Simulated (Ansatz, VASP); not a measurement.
**GaPtSe3 in VASP and in Ansatz**

```
Ga Pt Se
1.0
     5.02946    0.00000    0.00000
     0.00000    5.02946    0.00000
     0.00000    0.00000    5.02946
Ga Pt Se
1 1 3
Cartesian
  0.0000 0.0000 0.0000
  2.5147 2.5147 2.5147
  0.0000 2.5147 2.5147
  2.5147 0.0000 2.5147
  2.5147 2.5147 0.0000
```

Alike in both runs: functional PBE; k mesh 4 × 4 × 4; occupations gaussian, width 0.1 eV; no spin polarisation.

Ansatz relaxed the structure, and its values are those at the end. VASP's run is a single point on that final structure, the one shown.

```csv
,VASP,Ansatz
version,VASP 6.6.1,Ansatz 0.2.0
potentials or method,"VASP PAW PBE potentials, release 64 (Ga_d, Pt, Se), cutoff 520 eV","scalar-relativistic, plane waves, PAW"
valence electrons in the cell,41,79
```

|  | VASP | Ansatz | Ansatz less VASP |
| --- | --- | --- | --- |
| gap on the k mesh at the Fermi level (eV) | none | none | - |
| pressure (GPa) | 0.1 | 0.1 | +0.01 |

A gap of «none» marks a metal or a gap that the smearing closes. VASP's potentials hold 41 valence electrons a cell and Ansatz's 79, so a difference there can come from the potentials and not from the codes.

Neither program's run includes spin-orbit coupling.
